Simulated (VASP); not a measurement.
# Cu (P2/m) in VASP: single point with PBEsol

Aim: the single point of Cu with PBEsol.

All numbers are computed with VASP 6.6.1; they aren't measurements. Logs are shortened: lines on timing, memory, paths and dates and some standing lists are left out, and cuts for length are marked.

## 1. The cell of the first run

Symmetry: P2/m, No. 10, monoclinic system. Conventional cell: a = 11.570 Å, b = 2.238 Å, c = 22.224 Å, α = 90.00°, β = 101.93°, γ = 90.00°. Cu (site symmetry 2/m) has 2 Cu at 2.24 Å within 3.0 Å.

## 2. Single point, PBEsol

Input file POSCAR:

```
Cu
1.0
   11.5702500000      0.0000000000      0.0000000000
    0.0000000000      2.2382100000      0.0000000000
   -4.5956200000      0.0000000000     21.7433900000
Cu
1
Direct
    0.5000000000      0.5000000000      0.5000000000
```

Input file INCAR.step1:

```
PREC     = Accurate       # precision mode
ENCUT    = 520            # plane-wave cutoff, eV
EDIFF    = 1E-6           # SCF threshold, eV
ISMEAR   = 1              # smearing method
SIGMA    = 0.1            # smearing width, eV
LREAL    = F              # projectors in reciprocal space
LASPH    = T              # aspherical terms in the spheres
NELM     = 60             # most SCF steps
ALGO     = Normal         # electronic algorithm
ISIF     = 2              # what is computed and relaxed
LWAVE    = F              # write WAVECAR
LCHARG   = T              # write CHGCAR
LMAXMIX  = 4              # l up to which the mixer works
GGA      = PS             # functional
NBANDS   = 12             # bands
```

Input file KPOINTS.step1:

```
Automatic mesh
0
Gamma
  3 12 2
```

Input file INCAR.step2:

```
PREC     = Accurate       # precision mode
ENCUT    = 520            # plane-wave cutoff, eV
EDIFF    = 1E-6           # SCF threshold, eV
ISMEAR   = -5             # smearing method
SIGMA    = 0.1            # smearing width, eV
LREAL    = F              # projectors in reciprocal space
LASPH    = T              # aspherical terms in the spheres
NELM     = 60             # most SCF steps
ALGO     = Normal         # electronic algorithm
ISIF     = 2              # what is computed and relaxed
LWAVE    = F              # write WAVECAR
LCHARG   = F              # write CHGCAR
LMAXMIX  = 4              # l up to which the mixer works
GGA      = PS             # functional
LORBIT   = 11             # projections on sites
NBANDS   = 12             # bands
NEDOS    = 2001           # points of the DOS
ICHARG   = 11             # starting density
```

Input file KPOINTS.step2:

```
Automatic mesh
0
Gamma
  5 18 3
```

Potentials or basis: VASP PAW PBE potentials, release 64 (Cu).

Started as:

```
> cat potpaw_PBE.64/Cu/POTCAR > POTCAR
> cp INCAR.step1 INCAR
> cp KPOINTS.step1 KPOINTS
> mpirun -np 1 vasp_std > vasp.out
> cp INCAR.step2 INCAR
> cp KPOINTS.step2 KPOINTS
> mpirun -np 1 vasp_std > vasp.out
```

OUTCAR:

```text
PREC = Accurate
   ENCUT = 520
   EDIFF = 1E-6
   ISMEAR = -5
   LREAL = F
   LASPH = T
   NELM = 60
   ISIF = 2
   GGA = PS
   LORBIT = 11
   ICHARG = 11

 ion  position               nearest neighbor table
   1  0.500  0.500  0.500-

  LATTYP: Found a simple monoclinic cell.
 ALAT       =    11.5702500000
 B/A-ratio  =     0.1934452583
 C/A-ratio  =     1.9207659754
 COS(beta)  =    -0.2067887528

  Lattice vectors:

 A1 = (  11.5702500000,   0.0000000000,   0.0000000000)
 A2 = (   0.0000000000,   2.2382100000,   0.0000000000)
 A3 = (  -4.5956200000,   0.0000000000,  21.7433900000)

Analysis of symmetry for initial positions (statically):
=====================================================================
 Subroutine PRICEL returns:
 Original cell was already a primitive cell.

 Routine SETGRP: Setting up the symmetry group for a
 simple monoclinic supercell.

 Subroutine GETGRP returns: Found  4 space group operations
 (whereof  4 operations were pure point group operations)
 out of a pool of  4 trial point group operations.

The static configuration has the point symmetry C_2h.

Analysis of symmetry for dynamics (positions and initial velocities):
=====================================================================
 Subroutine PRICEL returns:
 Original cell was already a primitive cell.

 Routine SETGRP: Setting up the symmetry group for a
 simple monoclinic supercell.

 Subroutine GETGRP returns: Found  4 space group operations
 (whereof  4 operations were pure point group operations)
 out of a pool of  4 trial point group operations.

The dynamic configuration has the point symmetry C_2h.

 Subroutine INISYM returns: Found  4 space group operations
 (whereof  4 operations are pure point group operations),
 and found     1 'primitive' translations

----------------------------------------------------------------------------------------

                                     Primitive cell

  volume of cell :     563.0809

  direct lattice vectors                    reciprocal lattice vectors
    11.570250000  0.000000000  0.000000000     0.086428556  0.000000000  0.018267290
     0.000000000  2.238210000  0.000000000     0.000000000  0.446785601  0.000000000
    -4.595620000  0.000000000 21.743390000     0.000000000  0.000000000  0.045990989

  length of vectors
    11.570250000  2.238210000 22.223742526     0.088337926  0.446785601  0.045990989

  position of ions in fractional coordinates (direct lattice)
     0.500000000  0.500000000  0.500000000

  ion indices of the primitive-cell ions
   primitive index   ion index
                 1           1

----------------------------------------------------------------------------------------

 KPOINTS: Automatic mesh

Automatic generation of k-mesh.
 Grid dimensions read from file:
 generate k-points for:    5   18    3

 Generating k-lattice:

  Cartesian coordinates                     Fractional coordinates (reciprocal lattice)
     0.017285711  0.000000000  0.003653458     0.200000000  0.000000000  0.000000000
     0.000000000  0.024821422  0.000000000     0.000000000  0.055555556  0.000000000
     0.000000000  0.000000000  0.015330330     0.000000000  0.000000000  0.333333333

  Length of vectors
     0.017667585  0.024821422  0.015330330

  Shift w.r.t. Gamma in fractional coordinates (k-lattice)
     0.000000000  0.000000000  0.000000000

 TETIRR: Found    783 inequivalent tetrahedra from     1620

 Subroutine IBZKPT returns following result:
 ===========================================

 Found     80 irreducible k-points:

 Following reciprocal coordinates:
            Coordinates               Weight
  0.000000  0.000000  0.000000      1.000000
  0.200000  0.000000  0.000000      2.000000
  0.400000  0.000000  0.000000      2.000000
  0.000000  0.055556  0.000000      2.000000
  0.200000  0.055556  0.000000      4.000000
  0.400000  0.055556  0.000000      4.000000
[... 16 lines left out ...]
  0.200000  0.388889  0.000000      4.000000
  0.400000  0.388889  0.000000      4.000000
 [... further k-points ...]
   k-points           NKPTS =     80   k-points in BZ     NKDIM =     80   number of bands    NBANDS=     12
   number of dos      NEDOS =   2001   number of ions     NIONS =      1
   total plane-waves  NPLWV = 272160
   dimension x,y,z NGX =    90 NGY =   18 NGZ =  168
   dimension x,y,z NGXF=   180 NGYF=   36 NGZF=  336
   ions per type =               1
   NGX,Y,Z   is equivalent  to a cutoff of  12.93, 13.37, 12.57 a.u.
   NGXF,Y,Z  is equivalent  to a cutoff of  25.86, 26.74, 25.13 a.u.
 SYSTEM =  unknown system
   PREC   = accura    normal or accurate (medium, high low for compatibility)
   ISTART =      0    job   : 0-new  1-cont  2-samecut
   ICHARG =     11    charge: 1-file 2-atom 10-const
   ISPIN  =      1    spin polarized calculation?
   LNONCOLLINEAR =      F non collinear calculations
   LSORBIT =      F    spin-orbit coupling
   LASPH  =      T    aspherical Exc in radial PAW
   ENCUT  =  520.0 eV  38.22 Ry    6.18 a.u.  21.51  4.16 41.32*2*pi/ulx,y,z
   NELM   =     60;   NELMIN=  2; NELMDL=  0     # of ELM steps
   EDIFF  = 0.1E-05   stopping-criterion for ELM
   LREAL  =      F    real-space projection
   EDIFFG = 0.1E-04   stopping-criterion for IOM
   NSW    =      0    number of steps for IOM
   IBRION =     -1    ionic relax: 0-MD 1-quasi-New 2-CG
   NFREE  =      0    steps in history (QN), initial steepest desc. (CG)
   ISIF   =      2    stress and relaxation
   ISYM   =      2    0-nonsym 1-usesym 2-fastsym
   POTIM  = 0.5000    time-step for ionic-motion
   TEBEG  =    0.0;   TEEND  =   0.0 temperature during run
   PSTRESS=    0.0 pullay stress
   NELECT =      11.0000    total number of electrons
   NUPDOWN=      -1.0000    fix difference up-down
   EMIN   =  10.00;   EMAX   =-10.00  energy-range for DOS
   EFERMI =   0.00;   METHOD = LEGACY
   ISMEAR =    -5;   SIGMA  =   0.10  broadening in eV -4-tet -1-fermi 0-gaus
   EFERMI_NEDOS =   21; number of points for ismear=-14 and -15
   IALGO  =     38    algorithm
   IMIX   =      4    mixing-type and parameters
     AMIX     =   0.40;   BMIX     =  1.00
     AMIX_MAG =   1.60;   BMIX_MAG =  1.00
  volume/ion in A,a.u.               =     563.08      3799.86
  Fermi-wavevector in a.u.,A,eV,Ry     =   0.440909  0.833197  2.644981  0.194401
  Thomas-Fermi vector in A             =   1.415886
   LORBIT       =     11    0 simple, 1 ext, 2 COOP (PROOUT), +10 PAW based schemes
   GGA     = PS    functional components
   LHFCALC =     F    Hartree Fock is set to
   AEXX    =    0.0000 exact exchange contribution
   IVDW    =     0    specifies the selected vdW correction
   LEPSILON=     F    determine dielectric tensor
   LRPA    =     F    only Hartree local field effects (RPA)
 non-spin polarized calculation
 Fermi weights with tetrahedron method with Bloechl corrections
  energy-cutoff  :      520.00
  volume of cell :      563.08
 maximum number of plane-waves:     15256
 NGX is ok and might be reduce to    90

 number of electron      11.0000002 magnetization

 Free energy of the ion-electron system (eV)
  ---------------------------------------------------
  ext. energy  EPLUGINS =         0.00000000
  ---------------------------------------------------
  free energy    TOTEN  =        -1.94283231 eV

  energy without entropy =       -1.94283231  energy(sigma->0) =       -1.94283231

 E-fermi :  -5.2392     XC(G=0):  -0.7405

 val. band max:       -5.2567117415   @ k =   0.0000   0.0000   0.0000
 cond. band min:      -4.9578908647   @ k =   0.0000   0.2778   0.0000
 fundamental gap:      0.2988208768
 Fermi energy:        -5.2392265138

 k-point     1 :       0.0000    0.0000    0.0000
  band No.  band energies     occupation
      1      -8.7077      2.00000
      2      -6.2870      2.00000
      3      -6.1116      2.00000
      4      -6.1116      2.00000
      5      -5.2567      2.00000
      6      -5.2567      2.00000
      7      -2.1340      0.00000
      8      -2.1273      0.00000
      9       0.0331      0.00000
     10       0.4385      0.00000
     11       0.5180      0.00000
     12       0.9748      0.00000

 k-point     2 :       0.2000    0.0000    0.0000
  band No.  band energies     occupation
      1      -8.7077      2.00000
      2      -6.2869      2.00000
      3      -6.1116      2.00000
      4      -6.1116      2.00000
      5      -5.2567      2.00000
      6      -5.2567      2.00000
      7      -2.1336      0.00000
      8      -2.1316      0.00000
      9       0.0995      0.00000
     10       0.4687      0.00000
     11       0.5754      0.00000
     12       0.8579      0.00000

 k-point     3 :       0.4000    0.0000    0.0000
  band No.  band energies     occupation
      1      -8.7077      2.00000
      2      -6.2869      2.00000
      3      -6.1116      2.00000
      4      -6.1116      2.00000
      5      -5.2567      2.00000
      6      -5.2567      2.00000
      7      -2.1384      0.00000
      8      -2.1328      0.00000
      9       0.2753      0.00000
     10       0.5502      0.00000
     11       0.5760      0.00000
     12       0.7044      0.00000
[... 286 lines left out ...]
 k-point    23 :       0.2000    0.3889    0.0000
  band No.  band energies     occupation
      1      -6.9321      2.00000
      2      -6.9321      2.00000
      3      -5.7401      2.00000
      4      -5.7401      2.00000
      5      -5.5376      2.00000
      6      -2.8597      0.00000
      7       2.8985      0.00000
      8       2.9022      0.00000
      9       4.3832      0.00000
     10       4.9276      0.00000
     11       5.1107      0.00000
     12       5.2084      0.00000

 k-point    24 :       0.4000    0.3889    0.0000
  band No.  band energies     occupation
      1      -6.9321      2.00000
      2      -6.9321      2.00000
      3      -5.7401      2.00000
      4      -5.7401      2.00000
      5      -5.5376      2.00000
      6      -2.8597      0.00000
      7       2.8892      0.00000
      8       2.9000      0.00000
      9       4.4713      0.00000
     10       5.0114      0.00000
     11       5.1205      0.00000
     12       5.2328      0.00000

 [... further k-points ...]

------------------------ aborting loop because EDIFF is reached ----------------------------------------

  FORCE on cell =-STRESS in cart. coord.  units (eV):
  Direction    XX          YY          ZZ          XY          YZ          ZX
  --------------------------------------------------------------------------------------
  -------------------------------------------------------------------------------------
  Total       10.2441817      9.5957313     10.2467450      0.0000000      0.0000000     -0.0004594
  in kB       29.1485547     27.3034690     29.1558482      0.0000000      0.0000000     -0.0013071
  external PRESSURE =      28.5359573 kB  Pullay stress =       0.0000000 kB

 VOLUME and BASIS-vectors are now :
 -----------------------------------------------------------------------------
  energy-cutoff  :      520.00
  volume of cell :      563.08
      direct lattice vectors                 reciprocal lattice vectors
    11.570250000  0.000000000  0.000000000     0.086428556  0.000000000  0.018267290
     0.000000000  2.238210000  0.000000000     0.000000000  0.446785601  0.000000000
    -4.595620000  0.000000000 21.743390000     0.000000000  0.000000000  0.045990989

 POSITION                                       TOTAL-FORCE (eV/Angst)
 -----------------------------------------------------------------------------------
      3.48731      1.11911     10.87170        -0.000000      0.000000      0.000000
 -----------------------------------------------------------------------------------
    total drift:                                0.000000     -0.000000     -0.000000

  FREE ENERGIE OF THE ION-ELECTRON SYSTEM (eV)
  ---------------------------------------------------
  free  energy   TOTEN  =        -1.9428323099 eV

  energy  without entropy=       -1.9428323099  energy(sigma->0) =       -1.94283231

 total charge

# of ion       s       p       d       tot
------------------------------------------
    1        0.477   0.099   9.373   9.949
```

It took 7.9 min on 1 thread of Intel Xeon Platinum 8259CL at 2.50GHz (Skylake/Cascade Lake), shared host; peak memory 0.88 GiB.

What came out:

```
Valence electrons inside the program's atomic spheres : Cu 9.95
```

Caveat: the PAW data sets were made with another functional, which shifts forces and pressure a little.
